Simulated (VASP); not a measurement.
# SrCl2 (Fm-3m) in VASP: density of states with PBE

Aim: the density of states of SrCl2 with PBE.

Everything below comes from runs of VASP 6.6.1. Logs are shortened: lines on timing, memory, paths and dates and some standing lists are left out, and cuts for length are marked.

## (1) The cell of the first run

It takes space group Fm-3m (No. 225, cubic). The conventional cell has a = 7.041 Å, b = 7.041 Å, c = 7.041 Å, α = 90.00°, β = 90.00°, γ = 90.00°. Within 4.0 Å of Sr (site symmetry m-3m) lie 8 Cl at 3.05 Å. Within 4.0 Å of Cl (site symmetry -43m) lie 4 Sr at 3.05 Å and 6 Cl at 3.52 Å.

## (2) Density of states, PBE

File POSCAR:

```
SrCl2
1.0
    0.0000000000      3.5206059550      3.5206059550
    3.5206059550      0.0000000000      3.5206059550
    3.5206059550      3.5206059550      0.0000000000
Sr Cl
1 2
Direct
    0.0000000000      0.0000000000      0.0000000000
    0.2500000000      0.2500000000      0.2500000000
    0.7500000000      0.7500000000      0.7500000000
```

File INCAR.step1:

```
PREC     = Accurate       # precision mode
ENCUT    = 520            # plane-wave cutoff, eV
EDIFF    = 1E-6           # SCF threshold, eV
ISMEAR   = 0              # smearing method
SIGMA    = 0.05           # smearing width, eV
LREAL    = F              # projectors in reciprocal space
LASPH    = T              # aspherical terms in the spheres
NELM     = 80             # most SCF steps
ALGO     = Normal         # electronic algorithm
ISIF     = 2              # what is computed and relaxed
LWAVE    = F              # write WAVECAR
LCHARG   = T              # write CHGCAR
GGA      = PE             # functional
NBANDS   = 19             # bands
```

File KPOINTS.step1:

```
regular mesh
0
Gamma
  8 8 8
```

File INCAR.step2:

```
PREC     = Accurate       # precision mode
ENCUT    = 520            # plane-wave cutoff, eV
EDIFF    = 1E-6           # SCF threshold, eV
ISMEAR   = -5             # smearing method
SIGMA    = 0.05           # smearing width, eV
LREAL    = F              # projectors in reciprocal space
LASPH    = T              # aspherical terms in the spheres
NELM     = 80             # most SCF steps
ALGO     = Normal         # electronic algorithm
ISIF     = 2              # what is computed and relaxed
LWAVE    = F              # write WAVECAR
LCHARG   = F              # write CHGCAR
GGA      = PE             # functional
LORBIT   = 11             # projections on sites
NEDOS    = 2001           # points of the DOS
ICHARG   = 11             # starting density
```

File KPOINTS.step2:

```
regular mesh
0
Gamma
  12 12 12
```

Potentials or basis: VASP PAW PBE potentials, release 64 (Sr_sv, Cl).

Run with:

```bash
$ cat potpaw_PBE.64/Sr_sv/POTCAR potpaw_PBE.64/Cl/POTCAR > POTCAR
$ cp INCAR.step1 INCAR
$ cp KPOINTS.step1 KPOINTS
$ mpirun -np 1 vasp_std > vasp.out
$ cp INCAR.step2 INCAR
$ cp KPOINTS.step2 KPOINTS
$ mpirun -np 1 vasp_std > vasp.out
```

OUTCAR:

```text
PREC = Accurate
   ENCUT = 520
   EDIFF = 1E-6
   ISMEAR = -5
   LREAL = F
   LASPH = T
   NELM = 80
   ISIF = 2
   GGA = PE
   LORBIT = 11
   ICHARG = 11

 ion  position               nearest neighbor table
   1  0.000  0.000  0.000-   3 3.05   3 3.05   3 3.05   2 3.05   2 3.05   2 3.05   3 3.05   2 3.05

   2  0.250  0.250  0.250-   1 3.05   1 3.05   1 3.05   1 3.05
   3  0.750  0.750  0.750-   1 3.05   1 3.05   1 3.05   1 3.05

  LATTYP: Found a face centered cubic cell.
 ALAT       =     7.0412119100

  Lattice vectors:

 A1 = (   0.0000000000,   3.5206059550,   3.5206059550)
 A2 = (   3.5206059550,   0.0000000000,   3.5206059550)
 A3 = (   3.5206059550,   3.5206059550,   0.0000000000)

Analysis of symmetry for initial positions (statically):
=====================================================================
 Subroutine PRICEL returns:
 Original cell was already a primitive cell.

 Routine SETGRP: Setting up the symmetry group for a
 face centered cubic supercell.

 Subroutine GETGRP returns: Found 48 space group operations
 (whereof 48 operations were pure point group operations)
 out of a pool of 48 trial point group operations.

The static configuration has the point symmetry O_h .

Analysis of symmetry for dynamics (positions and initial velocities):
=====================================================================
 Subroutine PRICEL returns:
 Original cell was already a primitive cell.

 Routine SETGRP: Setting up the symmetry group for a
 face centered cubic supercell.

 Subroutine GETGRP returns: Found 48 space group operations
 (whereof 48 operations were pure point group operations)
 out of a pool of 48 trial point group operations.

The dynamic configuration has the point symmetry O_h .

 Subroutine INISYM returns: Found 48 space group operations
 (whereof 48 operations are pure point group operations),
 and found     1 'primitive' translations

----------------------------------------------------------------------------------------

                                     Primitive cell

  volume of cell :      87.2735

  direct lattice vectors                    reciprocal lattice vectors
     0.000000000  3.520605955  3.520605955    -0.142021006  0.142021006  0.142021006
     3.520605955  0.000000000  3.520605955     0.142021006 -0.142021006  0.142021006
     3.520605955  3.520605955  0.000000000     0.142021006  0.142021006 -0.142021006

  length of vectors
     4.978888689  4.978888689  4.978888689     0.245987598  0.245987598  0.245987598

  position of ions in fractional coordinates (direct lattice)
     0.000000000  0.000000000  0.000000000
     0.250000000  0.250000000  0.250000000
     0.750000000  0.750000000  0.750000000

  ion indices of the primitive-cell ions
   primitive index   ion index
                 1           1
                 2           2
                 3           3

----------------------------------------------------------------------------------------

 KPOINTS: regular mesh

Automatic generation of k-mesh.
 Grid dimensions read from file:
 generate k-points for:   12   12   12

 Generating k-lattice:

  Cartesian coordinates                     Fractional coordinates (reciprocal lattice)
    -0.011835084  0.011835084  0.011835084     0.083333333  0.000000000  0.000000000
     0.011835084 -0.011835084  0.011835084     0.000000000  0.083333333  0.000000000
     0.011835084  0.011835084 -0.011835084     0.000000000  0.000000000  0.083333333

  Length of vectors
     0.020498967  0.020498967  0.020498967

  Shift w.r.t. Gamma in fractional coordinates (k-lattice)
     0.000000000  0.000000000  0.000000000

 TETIRR: Found    247 inequivalent tetrahedra from    10368

 Subroutine IBZKPT returns following result:
 ===========================================

 Found     72 irreducible k-points:

 Following reciprocal coordinates:
            Coordinates               Weight
  0.000000  0.000000  0.000000      1.000000
  0.083333  0.000000  0.000000      8.000000
  0.166667  0.000000  0.000000      8.000000
  0.250000  0.000000  0.000000      8.000000
  0.333333  0.000000  0.000000      8.000000
  0.416667  0.000000  0.000000      8.000000
[... 16 lines left out ...]
  0.500000  0.166667  0.000000     24.000000
 -0.416667  0.166667  0.000000     24.000000
 [... further k-points ...]
   k-points           NKPTS =     72   k-points in BZ     NKDIM =     72   number of bands    NBANDS=     16
   number of dos      NEDOS =   2001   number of ions     NIONS =      3
   total plane-waves  NPLWV =  64000
   dimension x,y,z NGX =    40 NGY =   40 NGZ =   40
   dimension x,y,z NGXF=    80 NGYF=   80 NGZF=   80
   ions per type =               1   2
   NGX,Y,Z   is equivalent  to a cutoff of  13.36, 13.36, 13.36 a.u.
   NGXF,Y,Z  is equivalent  to a cutoff of  26.71, 26.71, 26.71 a.u.
 SYSTEM =  unknown system
   PREC   = accura    normal or accurate (medium, high low for compatibility)
   ISTART =      0    job   : 0-new  1-cont  2-samecut
   ICHARG =     11    charge: 1-file 2-atom 10-const
   ISPIN  =      1    spin polarized calculation?
   LNONCOLLINEAR =      F non collinear calculations
   LSORBIT =      F    spin-orbit coupling
   LASPH  =      T    aspherical Exc in radial PAW
   ENCUT  =  520.0 eV  38.22 Ry    6.18 a.u.   9.26  9.26  9.26*2*pi/ulx,y,z
   NELM   =     80;   NELMIN=  2; NELMDL=  0     # of ELM steps
   EDIFF  = 0.1E-05   stopping-criterion for ELM
   LREAL  =      F    real-space projection
   EDIFFG = 0.1E-04   stopping-criterion for IOM
   NSW    =      0    number of steps for IOM
   IBRION =     -1    ionic relax: 0-MD 1-quasi-New 2-CG
   NFREE  =      0    steps in history (QN), initial steepest desc. (CG)
   ISIF   =      2    stress and relaxation
   ISYM   =      2    0-nonsym 1-usesym 2-fastsym
   POTIM  = 0.5000    time-step for ionic-motion
   TEBEG  =    0.0;   TEEND  =   0.0 temperature during run
   PSTRESS=    0.0 pullay stress
   NELECT =      24.0000    total number of electrons
   NUPDOWN=      -1.0000    fix difference up-down
   EMIN   =  10.00;   EMAX   =-10.00  energy-range for DOS
   EFERMI =   0.00;   METHOD = LEGACY
   ISMEAR =    -5;   SIGMA  =   0.05  broadening in eV -4-tet -1-fermi 0-gaus
   EFERMI_NEDOS =   21; number of points for ismear=-14 and -15
   IALGO  =     38    algorithm
   IMIX   =      4    mixing-type and parameters
     AMIX     =   0.40;   BMIX     =  1.00
     AMIX_MAG =   1.60;   BMIX_MAG =  1.00
  volume/ion in A,a.u.               =      29.09       196.32
  Fermi-wavevector in a.u.,A,eV,Ry     =   1.064595  2.011793 15.420338  1.133363
  Thomas-Fermi vector in A             =   2.200119
   LORBIT       =     11    0 simple, 1 ext, 2 COOP (PROOUT), +10 PAW based schemes
   GGA     = PE    functional components
   LHFCALC =     F    Hartree Fock is set to
   AEXX    =    0.0000 exact exchange contribution
   IVDW    =     0    specifies the selected vdW correction
   LEPSILON=     F    determine dielectric tensor
   LRPA    =     F    only Hartree local field effects (RPA)
 non-spin polarized calculation
 Fermi weights with tetrahedron method with Bloechl corrections
  energy-cutoff  :      520.00
  volume of cell :       87.27
 maximum number of plane-waves:      2397
 NGX is ok and might be reduce to    40

 number of electron      23.9999999 magnetization

 Free energy of the ion-electron system (eV)
  ---------------------------------------------------
  ext. energy  EPLUGINS =         0.00000000
  ---------------------------------------------------
  free energy    TOTEN  =       -12.79142773 eV

  energy without entropy =      -12.79142773  energy(sigma->0) =      -12.79142773

 E-fermi :  -0.0167     XC(G=0):  -8.1647

 val. band max:       -0.0255241336   @ k =   0.5000   0.5000   0.0000
 cond. band min:       5.2062716472   @ k =   0.0000   0.0000   0.0000
 fundamental gap:      5.2317957808
 Fermi energy:        -0.0167346967

 k-point     1 :       0.0000    0.0000    0.0000
  band No.  band energies     occupation
      1     -33.0048      2.00000
      2     -14.9847      2.00000
      3     -14.9847      2.00000
      4     -14.9847      2.00000
      5     -13.2467      2.00000
      6     -12.4517      2.00000
[... 8 lines left out ...]
     15       6.0780      0.00000
     16       8.9629      0.00000

 k-point     2 :       0.0833    0.0000    0.0000
  band No.  band energies     occupation
      1     -33.0047      2.00000
      2     -15.0047      2.00000
      3     -14.9855      2.00000
      4     -14.9855      2.00000
      5     -13.2105      2.00000
      6     -12.4666      2.00000
[... 8 lines left out ...]
     15       6.1318      0.00000
     16       8.4497      0.00000

 k-point     3 :       0.1667    0.0000    0.0000
  band No.  band energies     occupation
      1     -33.0042      2.00000
      2     -15.0556      2.00000
      3     -14.9877      2.00000
      4     -14.9877      2.00000
      5     -13.1166      2.00000
      6     -12.5049      2.00000
[... 8 lines left out ...]
     15       6.2710      0.00000
     16       7.9386      0.00000

 k-point     4 :       0.2500    0.0000    0.0000
  band No.  band energies     occupation
      1     -33.0035      2.00000
      2     -15.1176      2.00000
      3     -14.9907      2.00000
      4     -14.9907      2.00000
      5     -13.0028      2.00000
      6     -12.5481      2.00000
[... 8 lines left out ...]
     15       6.4388      0.00000
     16       7.6921      0.00000
[... 324 lines left out ...]
 k-point    22 :       0.4167    0.1667    0.0000
  band No.  band energies     occupation
      1     -33.0023      2.00000
      2     -15.1877      2.00000
      3     -15.0269      2.00000
      4     -15.0004      2.00000
      5     -12.8136      2.00000
      6     -12.6060      2.00000
[... 8 lines left out ...]
     15       7.0163      0.00000
     16       8.0004      0.00000

 k-point    23 :       0.5000    0.1667    0.0000
  band No.  band energies     occupation
      1     -33.0020      2.00000
      2     -15.2016      2.00000
      3     -15.0423      2.00000
      4     -15.0007      2.00000
      5     -12.7978      2.00000
      6     -12.5865      2.00000
[... 8 lines left out ...]
     15       7.2601      0.00000
     16       7.7501      0.00000

 k-point    24 :      -0.4167    0.1667    0.0000
  band No.  band energies     occupation
      1     -33.0019      2.00000
      2     -15.1986      2.00000
      3     -15.0508      2.00000
      4     -14.9994      2.00000
      5     -12.7976      2.00000
      6     -12.5820      2.00000
[... 8 lines left out ...]
     15       7.2863      0.00000
     16       7.7685      0.00000

 [... further k-points ...]
[... 5 lines left out ...]
  --------------------------------------------------------------------------------------
  -------------------------------------------------------------------------------------
  Total        0.0407498      0.0407498      0.0407498      0.0000000     -0.0000000      0.0000000
  in kB        0.7480896      0.7480896      0.7480896      0.0000000     -0.0000000      0.0000000
  external PRESSURE =       0.7480896 kB  Pullay stress =       0.0000000 kB

 VOLUME and BASIS-vectors are now :
 -----------------------------------------------------------------------------
  energy-cutoff  :      520.00
  volume of cell :       87.27
      direct lattice vectors                 reciprocal lattice vectors
     0.000000000  3.520605955  3.520605955    -0.142021006  0.142021006  0.142021006
     3.520605955  0.000000000  3.520605955     0.142021006 -0.142021006  0.142021006
     3.520605955  3.520605955  0.000000000     0.142021006  0.142021006 -0.142021006

 POSITION                                       TOTAL-FORCE (eV/Angst)
 -----------------------------------------------------------------------------------
      0.00000      0.00000      0.00000         0.000000     -0.000000     -0.000000
      1.76030      1.76030      1.76030        -0.000000      0.000000     -0.000000
      5.28091      5.28091      5.28091         0.000000     -0.000000      0.000000
 -----------------------------------------------------------------------------------
    total drift:                               -0.000000     -0.000000      0.000000

  FREE ENERGIE OF THE ION-ELECTRON SYSTEM (eV)
  ---------------------------------------------------
  free  energy   TOTEN  =       -12.7914277272 eV

  energy  without entropy=      -12.7914277272  energy(sigma->0) =      -12.79142773

 total charge

# of ion       s       p       d       tot
------------------------------------------
    1        1.995   5.772   0.144   7.911
    2        1.592   3.579   0.000   5.171
    3        1.592   3.579   0.000   5.171
--------------------------------------------------
tot          5.179  12.931   0.144  18.253
```

Wall time 3.9 min (1 thread of Oxide Virtual Turin-like, shared host); peak memory 0.24 GiB.

Results:

- Valence electrons inside the program's atomic spheres: Sr 7.91; Cl 5.17

Levels at points of the mesh, in eV from the valence-band top:
| k point | band 9 | band 10 | band 11 | band 12 | band 13 | band 14 | band 15 | band 16 |
| --- | --- | --- | --- | --- | --- | --- | --- | --- |
| (0.00, 0.00, 0.00) | -2.03 | -0.33 | -0.33 | -0.33 | 5.23 | 6.10 | 6.10 | 8.99 |
| (0.50, 0.00, 0.00) | -1.45 | -1.27 | -1.01 | -1.01 | 6.69 | 6.69 | 7.41 | 7.83 |
| (0.50, 0.50, 0.00) | -1.81 | -0.38 | -0.38 | 0.00 | 5.52 | 6.96 | 7.53 | 7.92 |
